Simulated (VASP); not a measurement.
# WC (P1) in VASP: single point with PBE+D3(BJ)

Aim: the single point of WC with PBE+D3(BJ).

All numbers are computed with VASP 6.6.1; they aren't measurements. Logs are shortened: lines on timing, memory, paths and dates and some standing lists are left out, and cuts for length are marked.

### Step 1. The cell of the first run

The typed cell holds 16 atoms: a = 5.798 Å, b = 5.021 Å, c = 5.693 Å, α = 90.00°, β = 90.00°, γ = 90.00°.

### Step 2. Single point, PBE+D3(BJ)

Contents of INCAR:

```
ALGO = Normal
EDIFF = 1E-6
ENCUT = 520
GGA = PE
ISIF = 2
ISMEAR = -1
IVDW = 12
LASPH = T
LCHARG = F
LREAL = Auto
LWAVE = F
NBANDS = 86
NELM = 60
PREC = Accurate
SIGMA = 0.24
```

Contents of KPOINTS:

```
k-points
0
Gamma
  2 2 2
```

Contents of POSCAR:

```
WC
1.0
   -2.8987930000     -5.0208570000      0.0000000000
    4.3481890000     -2.5104280000      0.0000000000
    0.0000000000      0.0000000000      5.6933650000
W C
8 8
Direct
    0.7713382027      0.4846269982      0.0005620578
    0.7609417459      0.4998431776      0.5090486909
    0.5197294637     -0.0081210519      0.0095549820
    0.5207258657     -0.0018682503      0.4918883648
    0.2650165919      0.5032964854     -0.0050760842
    0.2605536833      0.5044148709      0.4968063702
    0.0070847782     -0.0108235163     -0.0040924831
    0.0217495095     -0.0049796994      0.4783287212
    0.5004206883      0.6460887483      0.2430548542
    0.5096555400      0.6691259078      0.7615707055
    0.2535555011      0.1493506634      0.2547175528
    0.2639222339      0.1729124295      0.7590590099
    0.0290266569      0.6866404082      0.2373815837
    0.0129816676      0.6559124194      0.7433038282
    0.7614308745      0.1349827455      0.2437398621
    0.7633767204      0.1469050893      0.7443752508
```

Potentials or basis: VASP PAW PBE potentials, release 64 (W_sv, C).

Launch:

```console
cat potpaw_PBE.64/W_sv/POTCAR potpaw_PBE.64/C/POTCAR > POTCAR
mpirun -np 1 vasp_std > vasp.out
```

OUTCAR:

```text
EDIFF = 1E-6
   ENCUT = 520
   GGA = PE
   ISIF = 2
   ISMEAR = -1
   IVDW = 12
   LASPH = T
   LREAL = Auto
   NELM = 60
   PREC = Accurate
 IVDW          = 12

 ion  position               nearest neighbor table
   1  0.771  0.485  0.001-  14 2.20  15 2.24  16 2.24  10 2.24   9 2.24  13 2.25   2 2.80   7 2.84
                             5 2.86   3 2.87   7 2.88   2 2.90   3 2.94   5 2.94
   2  0.761  0.500  0.509-  14 2.13  10 2.22  16 2.22   9 2.26  15 2.37  13 2.38   1 2.80   4 2.87
                             4 2.88   1 2.90   6 2.90   6 2.90   8 2.92   8 2.96
   3  0.520  0.992  0.010-  15 2.06  10 2.15   9 2.19  16 2.21  11 2.23  12 2.25   4 2.75   7 2.83
                             5 2.86   1 2.87   1 2.94   4 2.95   5 2.96   7 2.97
   4  0.521  0.998  0.492-  15 2.10  16 2.15  11 2.19  10 2.26   9 2.27  12 2.30   3 2.75   2 2.87
                             2 2.88   8 2.89   6 2.90   8 2.91   3 2.95   6 2.96
   5  0.265  0.503  0.995-   9 2.09  10 2.11  12 2.13  13 2.15  14 2.19  11 2.31   6 2.84   6 2.86
                             7 2.86   1 2.86   3 2.86   1 2.94   3 2.96   7 2.98
   6  0.261  0.504  0.497-   9 2.13  14 2.15  13 2.20  12 2.24  10 2.25  11 2.25   8 2.83   5 2.84
                             5 2.86   2 2.90   4 2.90   2 2.90   8 2.91   4 2.96
   7  0.007  0.989  0.996-  13 2.05  15 2.13  16 2.16  11 2.20  14 2.21  12 2.21   8 2.75   3 2.83
                             1 2.84   5 2.86   1 2.88   8 2.95   3 2.97   5 2.98
   8  0.022  0.995  0.478-  11 2.01  13 2.07  15 2.13  16 2.26  14 2.28  12 2.31   7 2.75   6 2.83
                             4 2.89   4 2.91   6 2.91   2 2.92   7 2.95   2 2.96
   9  0.500  0.646  0.243-   5 2.09   6 2.13   3 2.19   1 2.24   2 2.26   4 2.27
  10  0.510  0.669  0.762-   5 2.11   3 2.15   2 2.22   1 2.24   6 2.25   4 2.26
  11  0.254  0.149  0.255-   8 2.01   4 2.19   7 2.20   3 2.23   6 2.25   5 2.31
  12  0.264  0.173  0.759-   5 2.13   7 2.21   6 2.24   3 2.25   4 2.30   8 2.31
  13  0.029  0.687  0.237-   7 2.05   8 2.07   5 2.15   6 2.20   1 2.25   2 2.38
  14  0.013  0.656  0.743-   2 2.13   6 2.15   5 2.19   1 2.20   7 2.21   8 2.28
  15  0.761  0.135  0.244-   3 2.06   4 2.10   7 2.13   8 2.13   1 2.24   2 2.37
  16  0.763  0.147  0.744-   4 2.15   7 2.16   3 2.21   2 2.22   1 2.24   8 2.26

  LATTYP: Found a simple orthorhombic cell.
 ALAT       =     5.0208561345
 B/A-ratio  =     1.1339430662
 C/A-ratio  =     1.1547007234

  Lattice vectors:

 A1 = (   4.3481890000,  -2.5104280000,   0.0000000000)
 A2 = (   0.0000000000,   0.0000000000,   5.6933650000)
 A3 = (  -2.8987930000,  -5.0208570000,   0.0000000000)

Analysis of symmetry for initial positions (statically):
=====================================================================
 Subroutine PRICEL returns:
 Original cell was already a primitive cell.

 Routine SETGRP: Setting up the symmetry group for a
 simple orthorhombic supercell.

 Subroutine GETGRP returns: Found  1 space group operations
 (whereof  1 operations were pure point group operations)
 out of a pool of  8 trial point group operations.

The static configuration has the point symmetry C_1 .

Analysis of symmetry for dynamics (positions and initial velocities):
=====================================================================
 Subroutine PRICEL returns:
 Original cell was already a primitive cell.

 Routine SETGRP: Setting up the symmetry group for a
 simple orthorhombic supercell.

 Subroutine GETGRP returns: Found  1 space group operations
 (whereof  1 operations were pure point group operations)
 out of a pool of  8 trial point group operations.

The dynamic configuration has the point symmetry C_1 .

 Subroutine INISYM returns: Found  1 space group operations
 (whereof  1 operations are pure point group operations),
 and found     1 'primitive' translations

----------------------------------------------------------------------------------------

                                     Primitive cell

  volume of cell :     165.7273

  direct lattice vectors                    reciprocal lattice vectors
    -2.898793000 -5.020857000  0.000000000    -0.086242786 -0.149376892  0.000000000
     4.348189000 -2.510428000  0.000000000     0.172485606 -0.099584606  0.000000000
     0.000000000  0.000000000  5.693365000     0.000000000  0.000000000  0.175643051

  length of vectors
     5.797586211  5.020856134  5.693365000     0.172485577  0.199169220  0.175643051

  position of ions in fractional coordinates (direct lattice)
     0.771338203  0.484626998  0.000562058
     0.760941746  0.499843178  0.509048691
[... 40 lines left out ...]
 generate k-points for:    2    2    2

 Generating k-lattice:

  Cartesian coordinates                     Fractional coordinates (reciprocal lattice)
    -0.043121393 -0.074688446  0.000000000     0.500000000  0.000000000  0.000000000
     0.086242803 -0.049792303  0.000000000    -0.000000000  0.500000000  0.000000000
     0.000000000  0.000000000  0.087821526     0.000000000  0.000000000  0.500000000

  Length of vectors
     0.086242788  0.099584610  0.087821526

  Shift w.r.t. Gamma in fractional coordinates (k-lattice)
     0.000000000  0.000000000  0.000000000

 Subroutine IBZKPT returns following result:
 ===========================================

 Found      8 irreducible k-points:

 Following reciprocal coordinates:
            Coordinates               Weight
  0.000000  0.000000  0.000000      1.000000
  0.500000  0.000000  0.000000      1.000000
  0.000000  0.500000  0.000000      1.000000
  0.500000  0.500000  0.000000      1.000000
  0.000000  0.000000  0.500000      1.000000
  0.500000  0.000000  0.500000      1.000000
  0.000000  0.500000  0.500000      1.000000
  0.500000  0.500000  0.500000      1.000000
   k-points           NKPTS =      8   k-points in BZ     NKDIM =      8   number of bands    NBANDS=     86
   number of dos      NEDOS =    301   number of ions     NIONS =     16
   total plane-waves  NPLWV =  80640
   dimension x,y,z NGX =    48 NGY =   40 NGZ =   42
   dimension x,y,z NGXF=    96 NGYF=   80 NGZF=   84
   ions per type =               8   8
   NGX,Y,Z   is equivalent  to a cutoff of  13.76, 13.24, 12.26 a.u.
   NGXF,Y,Z  is equivalent  to a cutoff of  27.53, 26.49, 24.53 a.u.
 SYSTEM =  unknown system
   PREC   = accura    normal or accurate (medium, high low for compatibility)
   ISTART =      0    job   : 0-new  1-cont  2-samecut
   ICHARG =      2    charge: 1-file 2-atom 10-const
   ISPIN  =      1    spin polarized calculation?
   LNONCOLLINEAR =      F non collinear calculations
   LSORBIT =      F    spin-orbit coupling
   LASPH  =      T    aspherical Exc in radial PAW
   ENCUT  =  520.0 eV  38.22 Ry    6.18 a.u.  10.78  9.34 10.59*2*pi/ulx,y,z
   NELM   =     60;   NELMIN=  2; NELMDL= -5     # of ELM steps
   EDIFF  = 0.1E-05   stopping-criterion for ELM
   LREAL  =      T    real-space projection
   EDIFFG = 0.1E-04   stopping-criterion for IOM
   NSW    =      0    number of steps for IOM
   IBRION =     -1    ionic relax: 0-MD 1-quasi-New 2-CG
   NFREE  =      0    steps in history (QN), initial steepest desc. (CG)
   ISIF   =      2    stress and relaxation
   ISYM   =      2    0-nonsym 1-usesym 2-fastsym
   POTIM  = 0.5000    time-step for ionic-motion
   TEBEG  =    0.0;   TEEND  =   0.0 temperature during run
   PSTRESS=    0.0 pullay stress
   NELECT =     144.0000    total number of electrons
   NUPDOWN=      -1.0000    fix difference up-down
   EMIN   =  10.00;   EMAX   =-10.00  energy-range for DOS
   EFERMI =   0.00;   METHOD = LEGACY
   ISMEAR =    -1;   SIGMA  =   0.24  broadening in eV -4-tet -1-fermi 0-gaus
   EFERMI_NEDOS =   21; number of points for ismear=-14 and -15
   IALGO  =     38    algorithm
   IMIX   =      4    mixing-type and parameters
     AMIX     =   0.40;   BMIX     =  1.00
     AMIX_MAG =   1.60;   BMIX_MAG =  1.00
  volume/ion in A,a.u.               =      10.36        69.90
  Fermi-wavevector in a.u.,A,eV,Ry     =   1.562180  2.952092 33.203731  2.440405
  Thomas-Fermi vector in A             =   2.665136
   LORBIT       =      0    0 simple, 1 ext, 2 COOP (PROOUT), +10 PAW based schemes
   GGA     = PE    functional components
   LHFCALC =     F    Hartree Fock is set to
   AEXX    =    0.0000 exact exchange contribution
   IVDW    =    12    specifies the selected vdW correction
   LEPSILON=     F    determine dielectric tensor
   LRPA    =     F    only Hartree local field effects (RPA)
 non-spin polarized calculation
  energy-cutoff  :      520.00
  volume of cell :      165.73
 maximum number of plane-waves:      4490
 NGX is ok and might be reduce to    48
   NGX = 21   NGY = 19   NGZ = 21

 number of electron     143.9999999 magnetization

 Free energy of the ion-electron system (eV)
  ---------------------------------------------------
  ext. energy  EPLUGINS =         0.00000000
  ---------------------------------------------------
  free energy    TOTEN  =      -177.55621225 eV

  energy without entropy =     -176.76977000  energy(sigma->0) =     -177.16299113

 E-fermi :  11.5569     XC(G=0): -13.7995

 val. band max:       11.5517995644   @ k =   0.0000   0.0000   0.0000
 cond. band min:      11.5768726177   @ k =   0.0000   0.0000   0.5000
 fundamental gap:      0.0250730533
 Fermi energy:        11.5568507796

 k-point     1 :       0.0000    0.0000    0.0000
  band No.  band energies     occupation
      1     -62.8961      2.00000
      2     -62.8386      2.00000
      3     -62.8171      2.00000
      4     -62.8040      2.00000
      5     -62.7849      2.00000
      6     -62.7447      2.00000
[... 685 lines left out ...]
     83      15.1261      0.00000
     84      15.1914      0.00000
 [bands above 84 left out]

------------------------ aborting loop because EDIFF is reached ----------------------------------------

 Edisp (eV)   -7.40299

 E8    (eV) :    -3.3943

  FORCE on cell =-STRESS in cart. coord.  units (eV):
  Direction    XX          YY          ZZ          XY          YZ          ZX
  --------------------------------------------------------------------------------------
  -------------------------------------------------------------------------------------
  Total       5.04346     8.45929     1.72351    -0.91917     0.52117     0.39402
  in kB      48.75788    81.78063    16.66214    -8.88613     5.03849     3.80916
  external pressure =       49.07 kB  Pullay stress =        0.00 kB

 VOLUME and BASIS-vectors are now :
 -----------------------------------------------------------------------------
  energy-cutoff  :      520.00
  volume of cell :      165.73
      direct lattice vectors                 reciprocal lattice vectors
    -2.898793000 -5.020857000  0.000000000    -0.086242786 -0.149376892  0.000000000
     4.348189000 -2.510428000  0.000000000     0.172485606 -0.099584606  0.000000000
     0.000000000  0.000000000  5.693365000     0.000000000  0.000000000  0.175643051

 POSITION                                       TOTAL-FORCE (eV/Angst)
 -----------------------------------------------------------------------------------
     -0.12870     -5.08940      0.00320         1.380336      0.531383      0.043154
     -0.03240     -5.07540      2.89820        -0.783161      0.391307     -1.898397
      2.80629     -5.09953      0.05440         0.906145      1.365515     -2.429077
      2.83059     -5.12023      2.80050         0.117437      1.529782      1.929222
      1.42020     -2.59410      5.66446        -1.171296      1.238391      0.210881
      1.43800     -2.57450      2.82850        -1.480004      0.220558      0.258825
[... 8 lines left out ...]
     -1.62030     -4.16190      1.38770         1.524636     -1.645472      0.526768
     -1.57410     -4.20160      4.23800         0.826146     -0.640365      0.032217
 -----------------------------------------------------------------------------------
    total drift:                                0.004677     -0.015314      0.016825

  FREE ENERGIE OF THE ION-ELECTRON SYSTEM (eV)
  ---------------------------------------------------
  free  energy   TOTEN  =      -184.9592032050 eV

  energy  without entropy=     -184.1727609536  energy(sigma->0) =     -184.56598208
```

Wall time 3.3 min (1 thread of Intel Xeon Platinum 8375C at 2.90GHz (Ice Lake), shared host); peak memory 0.31 GiB.

What came out:

| Property | Result |
| --- | --- |
| Free energy | -184.9592 eV |
| Pressure | 4.9 GPa |
| Largest force | 4.985 eV/Å |
| Band gap on the k mesh | zero (band 72 reaches 11.67 eV, above the bottom of band 73 at 11.55 eV) |
| Dispersion energy per atom | -0.463 eV |

Forces in eV/Å, atoms in the order of the input:
```
W    1.380  0.531  0.043
W   -0.783  0.391 -1.898
W    0.906  1.366 -2.429
W    0.117  1.530  1.929
W   -1.171  1.238  0.211
W   -1.480  0.221  0.259
W    0.359 -1.916 -1.816
W    1.101  1.183  4.715
C   -0.155 -2.197  0.889
C   -0.726 -0.391 -1.266
C    0.507 -2.354 -1.363
C   -0.947  0.283 -1.037
C   -2.107  2.796  0.916
C    0.649 -0.395  0.289
C    1.525 -1.645  0.527
C    0.826 -0.640  0.032
```

Stress tensor (GPa, compression positive):
```
 4.88 -0.89  0.38
-0.89  8.18  0.50
 0.38  0.50  1.67
```

Caveat: the k points lie up to 0.63 Å⁻¹ apart; spin-orbit coupling is left out, which moves the levels of the heavy elements; pairwise dispersion overbinds metals, which lowers pressure and volume; forces of over 1 eV/Å act on the atoms, so gaps and moduli don't describe the material at rest.
